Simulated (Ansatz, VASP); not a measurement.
# One calculation of As, two programs

```
As
1.0
    -1.67268    1.67268    1.67268
     1.67268   -1.67268    1.67268
     1.67268    1.67268   -1.67268
As
1
Cartesian
  0.0000 0.0000 0.0000
```

Change from the starting cell: volume scaled by 0.98.

Alike in both runs: task single point; functional PBE; k mesh 16 × 16 × 16; occupations fermi-dirac, width 0.05 eV; no spin polarisation.

|  | VASP | Ansatz |
| --- | --- | --- |
| version | VASP 6.6.1 | Ansatz 0.2.0 |
| potentials or method | VASP PAW PBE potentials, release 64 (As), cutoff 520 eV | all-electron LAPW, scalar-relativistic |

Ansatz gave:

| Property | Result |
| --- | --- |
| pressure (GPa) | 1.6 |

Question: Estimate VASP's values.

Answer: Pressure (GPa): 1.7.

Ansatz ran all-electron here, and VASP with PAW potentials.
